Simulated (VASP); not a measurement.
# SiC (P6_3mc) in VASP: a series of runs, part 2 of 2

VASP 6.6.1. Earlier steps stand in the parts before.

### Step 5. Relaxation of the atoms, LDA (10.96 Å³/atom)

This run uses another cell than the first one, of 10.96 Å³/atom.

INCAR

```
SYSTEM = SiC
PREC = Accurate
ENCUT = 520
EDIFF = 1E-6
ISMEAR = 0
SIGMA = 0.05
LREAL = .FALSE.
LASPH = .TRUE.
NELM = 100
ALGO = Normal
ISIF = 2
LWAVE = .FALSE.
LCHARG = .FALSE.
GGA = CA
IBRION = 2
NSW = 50
EDIFFG = -0.01
```

KPOINTS

```
regular mesh
0
G
  12 12 6
  0 0 0
```

POSCAR

```
SiC
1.0
    3.1777645075      0.0000000000      0.0000000000
   -1.5888822538      2.7520247907      0.0000000000
    0.0000000000      0.0000000000      5.0106990754
Si C
2 2
Direct
    0.3333333333      0.6666666667      0.0046041256
    0.6666666667      0.3333333333      0.5046041256
    0.3333333333      0.6666666667      0.3803958744
    0.6666666667      0.3333333333      0.8803958744
```

Potentials or basis: VASP PAW LDA potentials, release 64 (Si, C).

The run is started by

```bash
$ cat potpaw_LDA.64/Si/POTCAR potpaw_LDA.64/C/POTCAR > POTCAR
$ mpirun -np 1 vasp_std > vasp.out
```

OUTCAR:

```text
SYSTEM = SiC
   PREC = Accurate
   ENCUT = 520
   EDIFF = 1E-6
   ISMEAR = 0
   LREAL = .FALSE.
   LASPH = .TRUE.
   NELM = 100
   ISIF = 2
   GGA = CA
   IBRION = 2
   NSW = 50
   EDIFFG = -0.01

 ion  position               nearest neighbor table
   1  0.333  0.667  0.005-   3 1.88   4 1.94   4 1.94   4 1.94   2 3.11   2 3.11   2 3.11   2 3.11
                             2 3.11   2 3.11
   2  0.667  0.333  0.505-   4 1.88   3 1.94   3 1.94   3 1.94   1 3.11   1 3.11   1 3.11   1 3.11
                             1 3.11   1 3.11
   3  0.333  0.667  0.380-   1 1.88   2 1.94   2 1.94   2 1.94
   4  0.667  0.333  0.880-   2 1.88   1 1.94   1 1.94   1 1.94

  LATTYP: Found a hexagonal cell.
 ALAT       =     3.1777645075
 C/A-ratio  =     1.5768000000

  Lattice vectors:

 A1 = (   3.1777645075,   0.0000000000,   0.0000000000)
 A2 = (  -1.5888822538,   2.7520247907,   0.0000000000)
 A3 = (   0.0000000000,   0.0000000000,   5.0106990754)

Analysis of symmetry for initial positions (statically):
=====================================================================
 Subroutine PRICEL returns:
 Original cell was already a primitive cell.

 Routine SETGRP: Setting up the symmetry group for a
 hexagonal supercell.

 Subroutine GETGRP returns: Found 12 space group operations
 (whereof  6 operations were pure point group operations)
 out of a pool of 24 trial point group operations.

The static configuration has the point symmetry C_3v.
 The point group associated with its full space group is C_6v.

Analysis of symmetry for dynamics (positions and initial velocities):
=====================================================================
 Subroutine PRICEL returns:
 Original cell was already a primitive cell.

 Routine SETGRP: Setting up the symmetry group for a
 hexagonal supercell.

 Subroutine GETGRP returns: Found 12 space group operations
 (whereof  6 operations were pure point group operations)
 out of a pool of 24 trial point group operations.

The dynamic configuration has the point symmetry C_3v.
 The point group associated with its full space group is C_6v.

 Subroutine INISYM returns: Found 12 space group operations
 (whereof  6 operations are pure point group operations),
 and found     1 'primitive' translations

----------------------------------------------------------------------------------------

                                     Primitive cell

  volume of cell :      43.8200

  direct lattice vectors                    reciprocal lattice vectors
     3.177764508  0.000000000  0.000000000     0.314686629  0.181684410  0.000000000
    -1.588882254  2.752024791  0.000000000     0.000000000  0.363368820  0.000000000
     0.000000000  0.000000000  5.010699075     0.000000000  0.000000000  0.199572951

  length of vectors
     3.177764508  3.177764507  5.010699075     0.363368820  0.363368820  0.199572951

  position of ions in fractional coordinates (direct lattice)
     0.333333333  0.666666667  0.004604126
     0.666666667  0.333333333  0.504604126
     0.333333333  0.666666667  0.380395874
     0.666666667  0.333333333  0.880395874

  ion indices of the primitive-cell ions
   primitive index   ion index
[... 67 lines left out ...]
   PREC   = accura    normal or accurate (medium, high low for compatibility)
   ISTART =      0    job   : 0-new  1-cont  2-samecut
   ICHARG =      2    charge: 1-file 2-atom 10-const
   ISPIN  =      1    spin polarized calculation?
   LNONCOLLINEAR =      F non collinear calculations
   LSORBIT =      F    spin-orbit coupling
   LASPH  =      T    aspherical Exc in radial PAW
   ENCUT  =  520.0 eV  38.22 Ry    6.18 a.u.   5.91  5.91  9.32*2*pi/ulx,y,z
   NELM   =    100;   NELMIN=  2; NELMDL= -5     # of ELM steps
   EDIFF  = 0.1E-05   stopping-criterion for ELM
   LREAL  =      F    real-space projection
   EDIFFG = -.1E-01   stopping-criterion for IOM
   NSW    =     50    number of steps for IOM
   IBRION =      2    ionic relax: 0-MD 1-quasi-New 2-CG
   NFREE  =      1    steps in history (QN), initial steepest desc. (CG)
   ISIF   =      2    stress and relaxation
   ISYM   =      2    0-nonsym 1-usesym 2-fastsym
   POTIM  = 0.5000    time-step for ionic-motion
   TEBEG  =    0.0;   TEEND  =   0.0 temperature during run
   PSTRESS=    0.0 pullay stress
   NELECT =      16.0000    total number of electrons
   NUPDOWN=      -1.0000    fix difference up-down
   EMIN   =  10.00;   EMAX   =-10.00  energy-range for DOS
   EFERMI =   0.00;   METHOD = LEGACY
   ISMEAR =     0;   SIGMA  =   0.05  broadening in eV -4-tet -1-fermi 0-gaus
   EFERMI_NEDOS =   21; number of points for ismear=-14 and -15
   IALGO  =     38    algorithm
   IMIX   =      4    mixing-type and parameters
     AMIX     =   0.40;   BMIX     =  1.00
     AMIX_MAG =   1.60;   BMIX_MAG =  1.00
  volume/ion in A,a.u.               =      10.96        73.93
  Fermi-wavevector in a.u.,A,eV,Ry     =   1.170103  2.211174 18.628290  1.369141
  Thomas-Fermi vector in A             =   2.306566
   LORBIT       =      0    0 simple, 1 ext, 2 COOP (PROOUT), +10 PAW based schemes
   GGA     = CA    functional components
   LHFCALC =     F    Hartree Fock is set to
   AEXX    =    0.0000 exact exchange contribution
   IVDW    =     0    specifies the selected vdW correction
   LEPSILON=     F    determine dielectric tensor
   LRPA    =     F    only Hartree local field effects (RPA)
 conjugate gradient relaxation of ions
 non-spin polarized calculation
 Gauss-broadening in eV      SIGMA  =   0.05
  energy-cutoff  :      520.00
  volume of cell :       43.82
 maximum number of plane-waves:      1194
 NGX is ok and might be reduce to    24
   NGX = 11   NGY = 11   NGZ = 19

--------------------------------------- Ionic step        1  -------------------------------------------

 number of electron      16.0000000 magnetization

 Free energy of the ion-electron system (eV)
  ---------------------------------------------------
  ext. energy  EPLUGINS =         0.00000000
  ---------------------------------------------------
  free energy    TOTEN  =       -33.04772966 eV

  energy without entropy =      -33.04772966  energy(sigma->0) =      -33.04772966

------------------------ aborting loop because EDIFF is reached ----------------------------------------

  FORCE on cell =-STRESS in cart. coord.  units (eV):
  Direction    XX          YY          ZZ          XY          YZ          ZX
  --------------------------------------------------------------------------------------
  -------------------------------------------------------------------------------------
  Total       -5.7921959     -5.7921959     -0.3545436      0.0000000      0.0000000      0.0000000
  in kB     -211.7782966   -211.7782966    -12.9630694      0.0000000      0.0000000      0.0000000
  external PRESSURE =    -145.5065542 kB  Pullay stress =       0.0000000 kB
[... 63 lines left out ...]
--------------------------------------- Ionic step        3  -------------------------------------------

 number of electron      16.0000001 magnetization

 Free energy of the ion-electron system (eV)
  ---------------------------------------------------
  ext. energy  EPLUGINS =         0.00000000
  ---------------------------------------------------
  free energy    TOTEN  =       -33.05360424 eV

  energy without entropy =      -33.05360424  energy(sigma->0) =      -33.05360424

 E-fermi :   7.9364     XC(G=0): -11.3046

 val. band max:        7.6716458904   @ k =   0.0000   0.0000   0.0000
 cond. band min:       9.8329649844   @ k =   0.5000   0.0000   0.0000
 fundamental gap:      2.1613190940
 Fermi energy:         7.9364424418

 k-point     1 :       0.0000    0.0000    0.0000
  band No.  band energies     occupation
      1      -7.4696      2.00000
      2      -3.7630      2.00000
      3      -0.7173      2.00000
      4       6.0141      2.00000
      5       6.0141      2.00000
      6       7.4887      2.00000
      7       7.4887      2.00000
      8       7.6716      2.00000
      9      11.2244      0.00000
     10      13.4172      0.00000
     11      13.4833      0.00000
     12      13.4833      0.00000
[... 331 lines left out ...]
 k-point    24 :       0.3333    0.0000    0.1667
  band No.  band energies     occupation
      1      -5.6250      2.00000
      2      -2.9974      2.00000
      3       0.3405      2.00000
      4       2.2182      2.00000
      5       2.9433      2.00000
      6       4.5938      2.00000
      7       6.0946      2.00000
      8       6.4615      2.00000
      9      10.4686      0.00000
     10      11.9840      0.00000
     11      14.1403      0.00000
     12      14.9244      0.00000

 [... further k-points ...]

------------------------ aborting loop because EDIFF is reached ----------------------------------------

  FORCE on cell =-STRESS in cart. coord.  units (eV):
  Direction    XX          YY          ZZ          XY          YZ          ZX
  --------------------------------------------------------------------------------------
  -------------------------------------------------------------------------------------
  Total       -5.6893477     -5.6893477     -0.7541125      0.0000000      0.0000000      0.0000000
  in kB     -208.0178875   -208.0178875    -27.5723848      0.0000000      0.0000000      0.0000000
  external PRESSURE =    -147.8693866 kB  Pullay stress =       0.0000000 kB
[... 19 lines left out ...]
  FREE ENERGIE OF THE ION-ELECTRON SYSTEM (eV)
  ---------------------------------------------------
  free  energy   TOTEN  =       -33.0536042357 eV

  energy  without entropy=      -33.0536042357  energy(sigma->0) =      -33.05360424

 reached required accuracy - stopping structural energy minimisation
```

OSZICAR:

```text
N       E                     dE             d eps       ncg     rms          rms(c)
DAV:   1     0.324104753081E+02    0.32410E+02   -0.73095E+03  1824   0.118E+03
DAV:   2    -0.336629371488E+02   -0.66073E+02   -0.60435E+02  2708   0.185E+02
DAV:   3    -0.367868248801E+02   -0.31239E+01   -0.31086E+01  2392   0.405E+01
[... 20 lines left out ...]
DAV:   1    -0.330536060015E+02   -0.25995E-02   -0.21779E-01  1868   0.409E+00    0.128E-01
DAV:   2    -0.330537236490E+02   -0.11765E-03   -0.33200E-03  2372   0.475E-01    0.614E-02
DAV:   3    -0.330536062369E+02    0.11741E-03   -0.17829E-04  2188   0.128E-01    0.199E-02
DAV:   4    -0.330536044290E+02    0.18079E-05   -0.76706E-05  2272   0.640E-02    0.978E-03
DAV:   5    -0.330536042357E+02    0.19333E-06   -0.43334E-06  1924   0.188E-02
   3 F= -.33053604E+02 E0= -.33053604E+02  d E =-.587457E-02
```

Run time: 52 s. Hardware: 1 thread of Intel Xeon Platinum 8259CL at 2.50GHz (Skylake/Cascade Lake), shared host; peak memory 0.15 GiB.

Results:

```
Free energy               : -33.0536 eV
Energy gained by relaxing : 1.5 meV/atom
Ionic steps               : 3
Pressure after relaxing   : -14.8 GPa
Band gap on the k mesh    : 2.16 eV (least direct gap 3.42 eV)
```

Stress tensor (GPa, compression positive):
```
-20.80   0.00   0.00
  0.00 -20.80   0.00
  0.00   0.00  -2.76
```

The path:
| step | energy change (eV) | largest force (eV/Å) | pressure (GPa) |
| --- | --- | --- | --- |
| 1 | 0.0000 | 0.3222 | -14.55 |
| 2 | -0.0033 | 0.2050 | -14.91 |
| 3 | -0.0059 | 0.0000 | -14.79 |

Final structure:
```
Si C
1.0
     3.17776    0.00000    0.00000
    -1.58888    2.75202    0.00000
     0.00000    0.00000    5.01070
Si C
2 2
Direct
  0.33333 0.66667 0.00276
  0.66667 0.33333 0.50276
  0.33333 0.66667 0.38224
  0.66667 0.33333 0.88224
```

Levels at points of the mesh, in eV from the valence-band top:
| k point | band 6 | band 7 | band 8 | band 9 | band 10 | band 11 |
| --- | --- | --- | --- | --- | --- | --- |
| (0.00, 0.00, 0.00) | -0.18 | -0.18 | 0.00 | 3.55 | 5.75 | 5.81 |
| (0.50, 0.00, 0.00) | -3.53 | -3.24 | -1.26 | 2.16 | 4.23 | 6.24 |
| (0.00, 0.00, 0.50) | -0.99 | -0.99 | -0.99 | 4.78 | 4.78 | 6.56 |
| (0.50, 0.00, 0.50) | -2.61 | -2.17 | -2.17 | 3.04 | 3.04 | 4.98 |

A k mesh can miss the band edges.

### Step 6. Relaxation of the atoms, LDA (11.77 Å³/atom)

This run uses another cell than the first one, of 11.77 Å³/atom.

INCAR

```
ALGO = Normal ; EDIFF = 1E-6
EDIFFG = -0.01 ; ENCUT = 520
IBRION = 2 ; ISIF = 2
ISMEAR = 0 ; LASPH = T
LCHARG = F ; LREAL = F
LWAVE = F ; NELM = 100
NSW = 50 ; PREC = Accurate
SIGMA = 0.05
```

KPOINTS

```
k-points
0
Gamma
  12 12 6
```

POSCAR

```
SiC
1.0
    3.1686080176      0.0000000000      0.0000000000
   -1.5843040088      2.7440950379      0.0000000000
    0.0000000000      0.0000000000      5.4132499372
Si C
2 2
Direct
    0.3333333333      0.6666666667      0.0046041256
    0.6666666667      0.3333333333      0.5046041256
    0.3333333333      0.6666666667      0.3803958744
    0.6666666667      0.3333333333      0.8803958744
```

Potentials or basis: VASP PAW LDA potentials, release 64 (Si, C).

The run is started by

```bash
$ cat potpaw_LDA.64/Si/POTCAR potpaw_LDA.64/C/POTCAR > POTCAR
$ mpirun -np 1 vasp_std > vasp.out
```

Run time: 25 s. Hardware: 1 thread of AMD EPYC 7R43 (Zen 3), shared host; peak memory 0.13 GiB.

The run converged. Its results:

```yaml
Free_energy: -32.6524 eV
Pressure_after_relaxing: -24.8 GPa
Band_gap_on_the_k_mesh: 2.24 eV (least direct gap 3.95 eV)
```

Forces on the atoms (eV/Å):
```
Si   0.000  0.000  0.003
Si   0.000  0.000  0.003
C    0.000  0.000 -0.003
C    0.000  0.000 -0.003
```

Stress tensor (GPa, compression positive):
```
-19.89   0.00   0.00
  0.00 -19.89   0.00
  0.00   0.00 -34.55
```

Final structure:
```
CELL_PARAMETERS angstrom
3.16861 0.00000 0.00000
-1.58430 2.74410 0.00000
0.00000 0.00000 5.41325
ATOMIC_POSITIONS crystal
Si 0.33333 0.66667 0.00460
Si 0.66667 0.33333 0.50460
C 0.33333 0.66667 0.38040
C 0.66667 0.33333 0.88040
```

Levels at points of the mesh, in eV from the valence-band top:
```tsv
k point	band 6	band 7	band 8	band 9	band 10	band 11
(0.00, 0.00, 0.00)	-0.27	0.00	0.00	4.23	4.26	6.11
(0.50, 0.00, 0.00)	-2.94	-2.92	-1.25	2.70	3.77	5.69
(0.00, 0.00, 0.50)	-0.58	-0.58	-0.58	5.15	5.15	6.80
(0.50, 0.00, 0.50)	-2.36	-2.21	-2.21	2.76	2.76	4.50
```

Caveat: the relaxation stopped at its first step, so nothing moved.

### Step 7. Summary

```csv
cell,gap on the mesh (eV),pressure (GPa)
"atoms relaxed from a = 2.933, b = 2.933, c = 5.011 Å, angles 90.0, 90.0, 120.0°, 4 atoms",1.57,23.2
"atoms relaxed from a = 2.976, b = 2.976, c = 5.292 Å, angles 90.0, 90.0, 120.0°, 4 atoms",1.51,1.4
"atoms relaxed from a = 3.094, b = 3.094, c = 5.286 Å, angles 90.0, 90.0, 120.0°, 4 atoms",2.03,-14.5
"atoms relaxed from a = 3.178, b = 3.178, c = 5.011 Å, angles 90.0, 90.0, 120.0°, 4 atoms",2.16,-14.8
"atoms relaxed from a = 3.169, b = 3.169, c = 5.413 Å, angles 90.0, 90.0, 120.0°, 4 atoms",2.24,-24.8
```

Alike in all rows: task relaxation of the atoms; level LDA; potentials or basis VASP PAW LDA potentials, release 64 (Si, C); no spin polarisation; k mesh 12 × 12 × 6; cutoff (eV) 520; smearing gaussian 0.05 eV.

Caveats: the relaxation stopped at its first step, so nothing moved (at least some runs).

Total energies depend on the potentials used, so only differences within one code and one set of settings carry meaning.
